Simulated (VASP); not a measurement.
# BaTiO3 in VASP: further runs, part 2 of 2

VASP 6.6.1. Earlier steps stand in the parts before.

### 3 Single point, PBE (strain +0.040 along x and y, +0.040 along z)

Input file INCAR:

```
SYSTEM = BaTiO3
  ALGO = Normal
  EDIFF = 1E-6
  ENCUT = 520
  GGA = PE
  ISIF = 2
  ISMEAR = 0
  LASPH = .TRUE.
  LCHARG = .FALSE.
  LREAL = .FALSE.
  LWAVE = .FALSE.
  NBANDS = 28
  NELM = 100
  PREC = Accurate
  SIGMA = 0.05
```

Input file KPOINTS:

```
k-points
0
G
  8 8 8
  0 0 0
```

Input file POSCAR:

```
BaTiO3
1.0
    4.1800011360      0.0000000000      0.0000000000
    0.0000000000      4.1800011360      0.0000000000
    0.0000000000      0.0000000000      4.1800525732
Ba Ti O
1 1 3
Direct
    0.0000000000      0.0000000000      0.0000000000
    0.5000000000      0.5000000000      0.5000000000
    0.5000000000      0.5000000000      0.0000000000
    0.5000000000      0.0000000000      0.5000000000
    0.0000000000      0.5000000000      0.5000000000
```

Potentials or basis: VASP PAW PBE potentials, release 64 (Ba_sv, Ti_sv, O).

On the command line:

```
> cat potpaw_PBE.64/Ba_sv/POTCAR potpaw_PBE.64/Ti_sv/POTCAR potpaw_PBE.64/O/POTCAR > POTCAR
> mpirun -np 1 vasp_std > vasp.out
```

OUTCAR:

```text
SYSTEM = BaTiO3
   EDIFF = 1E-6
   ENCUT = 520
   GGA = PE
   ISIF = 2
   ISMEAR = 0
   LASPH = .TRUE.
   LREAL = .FALSE.
   NELM = 100
   PREC = Accurate

 ion  position               nearest neighbor table
   1  0.000  0.000  0.000-   3 2.96   3 2.96   3 2.96   3 2.96   5 2.96   4 2.96   5 2.96   5 2.96
                             5 2.96   4 2.96   4 2.96   4 2.96   2 3.62   2 3.62   2 3.62   2 3.62
   2  0.500  0.500  0.500-   4 2.09   5 2.09   4 2.09   5 2.09   3 2.09   3 2.09   1 3.62   1 3.62
[... 954 lines left out ...]
  -------------------------------------------------------------------------------------
  Total       -6.1947050     -6.1947050     -6.1953397      0.0000000      0.0000000      0.0000000
  in kB     -135.8928703   -135.8928703   -135.9067928      0.0000000      0.0000000      0.0000000
  external PRESSURE =    -135.8975111 kB  Pullay stress =       0.0000000 kB

 VOLUME and BASIS-vectors are now :
 -----------------------------------------------------------------------------
  energy-cutoff  :      520.00
  volume of cell :       73.04
      direct lattice vectors                 reciprocal lattice vectors
     4.180001136  0.000000000  0.000000000     0.239234385  0.000000000  0.000000000
     0.000000000  4.180001136  0.000000000     0.000000000  0.239234385  0.000000000
     0.000000000  0.000000000  4.180052573     0.000000000  0.000000000  0.239231441

 POSITION                                       TOTAL-FORCE (eV/Angst)
 -----------------------------------------------------------------------------------
      0.00000      0.00000      0.00000         0.000000      0.000000      0.000000
      2.09000      2.09000      2.09003         0.000000      0.000000      0.000000
      2.09000      2.09000      0.00000         0.000000      0.000000      0.000000
      2.09000      0.00000      2.09003         0.000000      0.000000      0.000000
      0.00000      2.09000      2.09003         0.000000      0.000000      0.000000
 -----------------------------------------------------------------------------------
    total drift:                                0.000000     -0.000000     -0.000000

  FREE ENERGIE OF THE ION-ELECTRON SYSTEM (eV)
  ---------------------------------------------------
  free  energy   TOTEN  =       -39.6456429731 eV

  energy  without entropy=      -39.6456429731  energy(sigma->0) =      -39.64564297
```

OSZICAR:

```text
N       E                     dE             d eps       ncg     rms          rms(c)
DAV:   1     0.427020748278E+03    0.42702E+03   -0.20611E+04  4200   0.151E+03
DAV:   2    -0.314442073456E+01   -0.43017E+03   -0.41049E+03  4784   0.417E+02
DAV:   3    -0.489386754005E+02   -0.45794E+02   -0.45338E+02  5872   0.133E+02
DAV:   4    -0.511818695886E+02   -0.22432E+01   -0.22373E+01  6432   0.254E+01
DAV:   5    -0.512702659539E+02   -0.88396E-01   -0.88381E-01  5792   0.343E+00    0.208E+01
DAV:   6    -0.402837159829E+02    0.10987E+02   -0.64368E+01  6024   0.604E+01    0.112E+01
DAV:   7    -0.400839983227E+02    0.19972E+00   -0.15572E+01  5700   0.274E+01    0.615E+00
DAV:   8    -0.398554709385E+02    0.22853E+00   -0.59389E-01  5000   0.533E+00    0.440E+00
DAV:   9    -0.397839647947E+02    0.71506E-01   -0.17408E+00  5796   0.108E+01    0.354E+00
DAV:  10    -0.396489572417E+02    0.13501E+00   -0.55395E-01  5548   0.564E+00    0.570E-01
DAV:  11    -0.396537017229E+02   -0.47445E-02   -0.30027E-02  4944   0.118E+00    0.741E-01
DAV:  12    -0.396460058890E+02    0.76958E-02   -0.33266E-02  5316   0.153E+00    0.174E-01
DAV:  13    -0.396461277279E+02   -0.12184E-03   -0.82859E-04  5208   0.184E-01    0.175E-01
DAV:  14    -0.396456498913E+02    0.47784E-03   -0.11190E-03  5820   0.253E-01    0.312E-02
DAV:  15    -0.396456467329E+02    0.31584E-05   -0.67362E-05  5324   0.493E-02    0.166E-02
DAV:  16    -0.396456428169E+02    0.39160E-05   -0.17587E-05  5720   0.345E-02    0.281E-03
DAV:  17    -0.396456429731E+02   -0.15619E-06   -0.79200E-07  3448   0.616E-03
   1 F= -.39645643E+02 E0= -.39645643E+02  d E =-.376831E-29
```

Run time: 49 s. Hardware: 1 thread of Intel Xeon 6975P-C (Granite Rapids), shared host; peak memory 0.28 GiB.

What came out:

- Free energy: -39.6456 eV
- Pressure: -13.6 GPa
- Band gap on the k mesh: 1.48 eV (least direct gap 1.72 eV)

Levels at points of the mesh, in eV from the valence-band top:
```tsv
k point	band 18	band 19	band 20	band 21	band 22	band 23
(0.00, 0.00, 0.00)	-0.24	-0.24	-0.24	1.48	1.48	1.48
(0.50, 0.00, 0.00)	-1.56	-0.69	-0.69	1.59	2.87	2.87
(0.50, 0.50, 0.00)	-0.91	-0.91	-0.07	2.87	2.87	3.23
(0.00, 0.00, 0.50)	-1.56	-0.69	-0.69	1.59	2.87	2.87
(0.50, 0.00, 0.50)	-0.91	-0.91	-0.07	2.87	2.87	3.23
(0.50, 0.50, 0.50)	0.00	0.00	0.00	3.40	3.40	3.40
```

Caveat: the cell differs from its parent crystal (strain +0.040 along x and y, +0.040 along z); the cell stands under tension; spin-orbit coupling is left out, which moves the levels of the heavy elements.

### 4 Single point, PBE (strain +0.040 along x and y, +0.080 along z)

Input file INCAR:

```
SYSTEM = BaTiO3
ALGO = Normal
EDIFF = 1E-7
ENCUT = 520
GGA = PE
ISIF = 2
ISMEAR = 0
LASPH = .True.
LCHARG = .False.
LREAL = .False.
LWAVE = .False.
NBANDS = 28
NELM = 100
PREC = Accurate
SIGMA = 0.05
```

Input file KPOINTS:

```
k-points
0
Gamma
  8 8 8
  0 0 0
```

POSCAR: that of step 3 with these lines changed.

```diff
@@ -4,3 +4,3 @@
     0.0000000000      4.1800011360      0.0000000000
-    0.0000000000      0.0000000000      4.1800525732
+    0.0000000000      0.0000000000      4.3408238260
 Ba Ti O
```

On the command line:

```
> cat potpaw_PBE.64/Ba_sv/POTCAR potpaw_PBE.64/Ti_sv/POTCAR potpaw_PBE.64/O/POTCAR > POTCAR
> mpirun -np 1 vasp_std > vasp.out
```

Wall time 53 s (1 thread of Intel Xeon 6975P-C (Granite Rapids), shared host); peak memory 0.28 GiB.

It converged, with:

```
Free energy            : -39.3641 eV
Pressure               : -16.6 GPa
Band gap on the k mesh : 1.36 eV (least direct gap 1.63 eV)
```

Stress tensor (GPa, compression positive):
```
-15.74   0.00   0.00
  0.00 -15.74   0.00
  0.00   0.00 -18.43
```

Levels at points of the mesh, in eV from the valence-band top:
```csv
k point,band 16,band 17,band 18,band 19,band 20,band 21,band 22,band 23,band 24,band 25
"(0.00, 0.00, 0.00)",-0.84,-0.84,-0.30,-0.28,-0.28,1.36,1.36,1.41,2.71,2.95
"(0.50, 0.00, 0.00)",-1.75,-1.74,-1.50,-0.74,-0.69,1.46,2.75,2.77,2.77,4.50
"(0.50, 0.50, 0.00)",-2.33,-1.68,-0.77,-0.77,-0.05,2.75,2.75,3.13,3.29,6.24
"(0.00, 0.00, 0.50)",-1.51,-1.41,-1.41,-0.70,-0.70,1.49,2.52,2.52,2.95,4.34
"(0.50, 0.00, 0.50)",-2.03,-1.79,-1.04,-1.02,-0.15,2.52,2.77,2.98,3.58,5.86
"(0.50, 0.50, 0.50)",-2.31,-2.31,-0.05,-0.05,0.00,3.13,3.13,3.28,5.74,5.92
```

Caveat: the cell differs from its parent crystal (strain +0.040 along x and y, +0.080 along z); the cell stands under tension; spin-orbit coupling is left out, which moves the levels of the heavy elements.

### 5 Overview

| cell | gap on the mesh (eV) | pressure (GPa) |
| --- | --- | --- |
| a = 4.180, b = 4.180, c = 4.019 Å, 5 atoms | 1.50 | -9.2 |
| a = 4.180 Å, 5 atoms | 1.48 | -13.6 |
| a = 4.180, b = 4.180, c = 4.341 Å, 5 atoms | 1.36 | -16.6 |

Alike in all rows: task single point; level PBE; potentials or basis VASP PAW PBE potentials, release 64 (Ba_sv, Ti_sv, O); no spin polarisation; k mesh 8 × 8 × 8; cutoff (eV) 520; smearing gaussian 0.05 eV.

Caveats: the cell stands under tension; spin-orbit coupling is left out, which moves the levels of the heavy elements.

Total energies depend on the potentials used, so only differences within one code and one set of settings carry meaning.
